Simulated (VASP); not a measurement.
# CdF2 (I4/mmm) in VASP: notebook

Runs on CdF2. Level: PBE. Tasks: single point.

All numbers are computed with VASP 6.6.1; they aren't measurements. Logs are shortened: lines on timing, memory, paths and dates and some standing lists are left out, and cuts for length are marked.

## Step 1: The cell of the first run

Symmetry: I4/mmm, No. 139, tetragonal system. Conventional cell: a = 3.867 Å, b = 3.867 Å, c = 5.388 Å, α = 90.00°, β = 90.00°, γ = 90.00°. Within 3.1 Å of Cd (site symmetry 4/mmm) lie 8 F at 2.36 Å. Within 3.1 Å of F (site symmetry -4m2) lie 4 Cd at 2.36 Å and 6 F at 2.69 to 2.73 Å.

## Step 2: Single point, PBE (strain +0.015 along x and y, +0.000 along z)

Contents of INCAR:

```
SYSTEM = CdF2
PREC     = Accurate       ! precision mode
ENCUT    = 520            ! plane-wave cutoff, eV
EDIFF    = 1E-6           ! SCF threshold, eV
ISMEAR   = 0              ! smearing method
SIGMA    = 0.05           ! smearing width, eV
LREAL    = .False.        ! projectors in reciprocal space
LASPH    = .True.         ! aspherical terms in the spheres
NELM     = 60             ! most SCF steps
ALGO     = Normal         ! electronic algorithm
ISIF     = 2              ! what is computed and relaxed
LWAVE    = .False.        ! write WAVECAR
LCHARG   = .False.        ! write CHGCAR
GGA      = PE             ! functional
NBANDS   = 20             ! bands
```

Contents of KPOINTS:

```
regular mesh
0
Gamma
  8 8 8
  0 0 0
```

Contents of POSCAR:

```
CdF2
1.0
    0.0000000000      2.7344100000      2.6940000000
    2.7344100000      0.0000000000      2.6940000000
    2.7344100000      2.7344100000      0.0000000000
Cd F
1 2
Direct
    0.0000000000      0.0000000000      0.0000000000
    0.2500000000      0.2500000000      0.2500000000
    0.7500000000      0.7500000000      0.7500000000
```

Potentials or basis: VASP PAW PBE potentials, release 64 (Cd, F).

Command:

```console
$ cat potpaw_PBE.64/Cd/POTCAR potpaw_PBE.64/F/POTCAR > POTCAR
$ mpirun -np 1 vasp_std > vasp.out
```

OUTCAR:

```text
SYSTEM = CdF2
   PREC = Accurate
   ENCUT = 520
   EDIFF = 1E-6
   ISMEAR = 0
   LREAL = .False.
   LASPH = .True.
   NELM = 60
   ISIF = 2
   GGA = PE

 ion  position               nearest neighbor table
   1  0.000  0.000  0.000-   3 2.36   3 2.36   3 2.36   2 2.36   3 2.36   2 2.36   2 2.36   2 2.36

   2  0.250  0.250  0.250-   1 2.36   1 2.36   1 2.36   1 2.36
   3  0.750  0.750  0.750-   1 2.36   1 2.36   1 2.36   1 2.36

  LATTYP: Found a body centered tetragonal cell.
 ALAT       =     3.8670397071
 C/A-ratio  =     1.3933138546

  Lattice vectors:

 A1 = (   0.0000000000,  -2.7344100000,  -2.6940000000)
 A2 = (   0.0000000000,   2.7344100000,  -2.6940000000)
 A3 = (   2.7344100000,   0.0000000000,   2.6940000000)

Analysis of symmetry for initial positions (statically):
=====================================================================
 Subroutine PRICEL returns:
 Original cell was already a primitive cell.

 Routine SETGRP: Setting up the symmetry group for a
 body centered tetragonal supercell.

 Subroutine GETGRP returns: Found 16 space group operations
 (whereof 16 operations were pure point group operations)
 out of a pool of 16 trial point group operations.

The static configuration has the point symmetry D_4h.

Analysis of symmetry for dynamics (positions and initial velocities):
=====================================================================
 Subroutine PRICEL returns:
 Original cell was already a primitive cell.

 Routine SETGRP: Setting up the symmetry group for a
 body centered tetragonal supercell.

 Subroutine GETGRP returns: Found 16 space group operations
 (whereof 16 operations were pure point group operations)
 out of a pool of 16 trial point group operations.

The dynamic configuration has the point symmetry D_4h.

 Subroutine INISYM returns: Found 16 space group operations
 (whereof 16 operations are pure point group operations),
 and found     1 'primitive' translations

----------------------------------------------------------------------------------------

                                     Primitive cell

  volume of cell :      40.2861

  direct lattice vectors                    reciprocal lattice vectors
     0.000000000  2.734410000  2.694000000    -0.182854802  0.182854802  0.185597624
     2.734410000  0.000000000  2.694000000     0.182854802 -0.182854802  0.185597624
     2.734410000  2.734410000  0.000000000     0.182854802  0.182854802 -0.185597624

  length of vectors
     3.838571876  3.838571876  3.867039707     0.318305255  0.318305255  0.318305255

  position of ions in fractional coordinates (direct lattice)
     0.000000000  0.000000000  0.000000000
     0.250000000  0.250000000  0.250000000
     0.750000000  0.750000000  0.750000000

  ion indices of the primitive-cell ions
   primitive index   ion index
                 1           1
                 2           2
                 3           3

----------------------------------------------------------------------------------------

 KPOINTS: regular mesh

Automatic generation of k-mesh.
 Grid dimensions read from file:
 generate k-points for:    8    8    8

 Generating k-lattice:

  Cartesian coordinates                     Fractional coordinates (reciprocal lattice)
    -0.022856850  0.022856850  0.023199703     0.125000000  0.000000000  0.000000000
     0.022856850 -0.022856850  0.023199703     0.000000000  0.125000000  0.000000000
     0.022856850  0.022856850 -0.023199703     0.000000000  0.000000000  0.125000000

  Length of vectors
     0.039788157  0.039788157  0.039788157

  Shift w.r.t. Gamma in fractional coordinates (k-lattice)
     0.000000000  0.000000000  0.000000000

 Subroutine IBZKPT returns following result:
 ===========================================

 Found     59 irreducible k-points:

 Following reciprocal coordinates:
            Coordinates               Weight
  0.000000  0.000000  0.000000      1.000000
  0.125000 -0.000000  0.000000      8.000000
  0.250000 -0.000000  0.000000      8.000000
  0.375000 -0.000000  0.000000      8.000000
  0.500000 -0.000000  0.000000      4.000000
  0.125000  0.125000  0.000000      2.000000
[... 16 lines left out ...]
  0.250000 -0.000000  0.125000     16.000000
  0.375000  0.000000  0.125000     16.000000
 [... further k-points ...]
   k-points           NKPTS =     59   k-points in BZ     NKDIM =     59   number of bands    NBANDS=     20
   number of dos      NEDOS =    301   number of ions     NIONS =      3
   total plane-waves  NPLWV =  27000
   dimension x,y,z NGX =    30 NGY =   30 NGZ =   30
   dimension x,y,z NGXF=    60 NGYF=   60 NGZF=   60
   ions per type =               1   2
   NGX,Y,Z   is equivalent  to a cutoff of  12.99, 12.99, 12.90 a.u.
   NGXF,Y,Z  is equivalent  to a cutoff of  25.99, 25.99, 25.79 a.u.
 SYSTEM =  CdF2
   PREC   = accura    normal or accurate (medium, high low for compatibility)
   ISTART =      0    job   : 0-new  1-cont  2-samecut
   ICHARG =      2    charge: 1-file 2-atom 10-const
   ISPIN  =      1    spin polarized calculation?
   LNONCOLLINEAR =      F non collinear calculations
   LSORBIT =      F    spin-orbit coupling
   LASPH  =      T    aspherical Exc in radial PAW
   ENCUT  =  520.0 eV  38.22 Ry    6.18 a.u.   7.14  7.14  7.19*2*pi/ulx,y,z
   NELM   =     60;   NELMIN=  2; NELMDL= -5     # of ELM steps
   EDIFF  = 0.1E-05   stopping-criterion for ELM
   LREAL  =      F    real-space projection
   EDIFFG = 0.1E-04   stopping-criterion for IOM
   NSW    =      0    number of steps for IOM
   IBRION =     -1    ionic relax: 0-MD 1-quasi-New 2-CG
   NFREE  =      0    steps in history (QN), initial steepest desc. (CG)
   ISIF   =      2    stress and relaxation
   ISYM   =      2    0-nonsym 1-usesym 2-fastsym
   POTIM  = 0.5000    time-step for ionic-motion
   TEBEG  =    0.0;   TEEND  =   0.0 temperature during run
   PSTRESS=    0.0 pullay stress
   NELECT =      26.0000    total number of electrons
   NUPDOWN=      -1.0000    fix difference up-down
   EMIN   =  10.00;   EMAX   =-10.00  energy-range for DOS
   EFERMI =   0.00;   METHOD = LEGACY
   ISMEAR =     0;   SIGMA  =   0.05  broadening in eV -4-tet -1-fermi 0-gaus
   EFERMI_NEDOS =   21; number of points for ismear=-14 and -15
   IALGO  =     38    algorithm
   IMIX   =      4    mixing-type and parameters
     AMIX     =   0.40;   BMIX     =  1.00
     AMIX_MAG =   1.60;   BMIX_MAG =  1.00
  volume/ion in A,a.u.               =      13.43        90.62
  Fermi-wavevector in a.u.,A,eV,Ry     =   1.414754  2.673498 27.232462  2.001529
  Thomas-Fermi vector in A             =   2.536264
   LORBIT       =      0    0 simple, 1 ext, 2 COOP (PROOUT), +10 PAW based schemes
   GGA     = PE    functional components
   LHFCALC =     F    Hartree Fock is set to
   AEXX    =    0.0000 exact exchange contribution
   IVDW    =     0    specifies the selected vdW correction
   LEPSILON=     F    determine dielectric tensor
   LRPA    =     F    only Hartree local field effects (RPA)
 non-spin polarized calculation
 Gauss-broadening in eV      SIGMA  =   0.05
  energy-cutoff  :      520.00
  volume of cell :       40.29
 maximum number of plane-waves:      1095
 NGX is ok and might be reduce to    30
   NGX = 15   NGY = 15   NGZ = 15

 number of electron      25.9999986 magnetization

 Free energy of the ion-electron system (eV)
  ---------------------------------------------------
  ext. energy  EPLUGINS =         0.00000000
  ---------------------------------------------------
  free energy    TOTEN  =       -10.89252317 eV

  energy without entropy =      -10.89252317  energy(sigma->0) =      -10.89252317

 E-fermi :  -1.2823     XC(G=0): -10.2512

 val. band max:       -1.5211565809   @ k =  -0.2500   0.5000   0.2500
 cond. band min:       1.4298224155   @ k =   0.0000   0.0000   0.0000
 fundamental gap:      2.9509789964
 Fermi energy:        -1.2823025895

 k-point     1 :       0.0000    0.0000    0.0000
  band No.  band energies     occupation
      1     -22.1739      2.00000
      2     -21.1491      2.00000
      3      -7.0647      2.00000
      4      -7.0647      2.00000
      5      -7.0567      2.00000
      6      -5.9843      2.00000
[... 12 lines left out ...]
     19      17.9847      0.00000
     20      18.3214      0.00000

 k-point     2 :       0.1250   -0.0000    0.0000
  band No.  band energies     occupation
      1     -22.1284      2.00000
      2     -21.1896      2.00000
      3      -7.0111      2.00000
      4      -7.0044      2.00000
      5      -6.9089      2.00000
      6      -5.9989      2.00000
[... 12 lines left out ...]
     19      17.5901      0.00000
     20      17.9016      0.00000

 k-point     3 :       0.2500   -0.0000    0.0000
  band No.  band energies     occupation
      1     -22.0035      2.00000
      2     -21.3006      2.00000
      3      -6.8892      2.00000
      4      -6.8776      2.00000
      5      -6.5008      2.00000
      6      -6.0079      2.00000
[... 12 lines left out ...]
     19      17.2066      0.00000
     20      17.7335      0.00000

 k-point     4 :       0.3750   -0.0000    0.0000
  band No.  band energies     occupation
      1     -21.8311      2.00000
      2     -21.4561      2.00000
      3      -6.7922      2.00000
      4      -6.7741      2.00000
      5      -6.0008      2.00000
      6      -5.9648      2.00000
[... 429 lines left out ...]
 k-point    23 :       0.2500   -0.0000    0.1250
  band No.  band energies     occupation
      1     -22.0222      2.00000
      2     -21.2805      2.00000
      3      -6.8659      2.00000
      4      -6.8624      2.00000
      5      -6.5682      2.00000
      6      -6.1213      2.00000
[... 12 lines left out ...]
     19      18.1293      0.00000
     20      18.9710      0.00000

 k-point    24 :       0.3750    0.0000    0.1250
  band No.  band energies     occupation
      1     -21.8732      2.00000
      2     -21.4115      2.00000
      3      -6.7509      2.00000
      4      -6.7410      2.00000
      5      -6.1308      2.00000
      6      -6.0987      2.00000
[... 12 lines left out ...]
     19      17.5533      0.00000
     20      19.0502      0.00000

 [... further k-points ...]

------------------------ aborting loop because EDIFF is reached ----------------------------------------

  FORCE on cell =-STRESS in cart. coord.  units (eV):
  Direction    XX          YY          ZZ          XY          YZ          ZX
  --------------------------------------------------------------------------------------
  -------------------------------------------------------------------------------------
  Total        0.5645727      0.5645727      0.9604153      0.0000000     -0.0000000     -0.0000000
  in kB       22.4530634     22.4530634     38.1957281      0.0000000     -0.0000000     -0.0000000
  external PRESSURE =      27.7006183 kB  Pullay stress =       0.0000000 kB

 VOLUME and BASIS-vectors are now :
 -----------------------------------------------------------------------------
  energy-cutoff  :      520.00
  volume of cell :       40.29
      direct lattice vectors                 reciprocal lattice vectors
     0.000000000  2.734410000  2.694000000    -0.182854802  0.182854802  0.185597624
     2.734410000  0.000000000  2.694000000     0.182854802 -0.182854802  0.185597624
     2.734410000  2.734410000  0.000000000     0.182854802  0.182854802 -0.185597624

 POSITION                                       TOTAL-FORCE (eV/Angst)
 -----------------------------------------------------------------------------------
      0.00000      0.00000      0.00000         0.000000     -0.000000      0.000000
      1.36721      1.36721      1.34700         0.000000      0.000000     -0.000000
      4.10161      4.10161      4.04100        -0.000000     -0.000000      0.000000
 -----------------------------------------------------------------------------------
    total drift:                                0.000000     -0.000000      0.000000

  FREE ENERGIE OF THE ION-ELECTRON SYSTEM (eV)
  ---------------------------------------------------
  free  energy   TOTEN  =       -10.8925231723 eV

  energy  without entropy=      -10.8925231723  energy(sigma->0) =      -10.89252317
```

Wall time 65 s (1 thread of Intel Xeon 8259CL, shared host); peak memory 0.19 GiB.

Results:

```yaml
Free_energy: -10.8925 eV
Pressure: 2.8 GPa
Band_gap_on_the_k_mesh: 2.95 eV (least direct gap 3.48 eV)
```

Levels at points of the mesh, in eV from the valence-band top:
```
           k point  band 9  band 10  band 11  band 12  band 13  band 14  band 15  band 16  band 17  band 18
(0.00, 0.00, 0.00)   -0.95    -0.82    -0.57    -0.53    -0.53     2.95    12.52    12.56    12.56    17.36
(0.50, 0.00, 0.00)   -2.15    -1.75    -1.72    -0.43    -0.42     6.94     9.05    14.18    14.28    17.88
(0.50, 0.50, 0.00)   -2.83    -2.83    -0.39    -0.11    -0.11     7.73     9.46    11.85    13.96    13.96
(0.50, 0.00, 0.50)   -2.83    -2.78    -0.48    -0.11    -0.06     7.76     9.49    11.85    13.94    14.12
```

Caveat: the cell differs from its parent crystal (strain +0.015 along x and y, +0.000 along z). A k mesh can miss the band edges.

(Continued in part 2 of 2.)
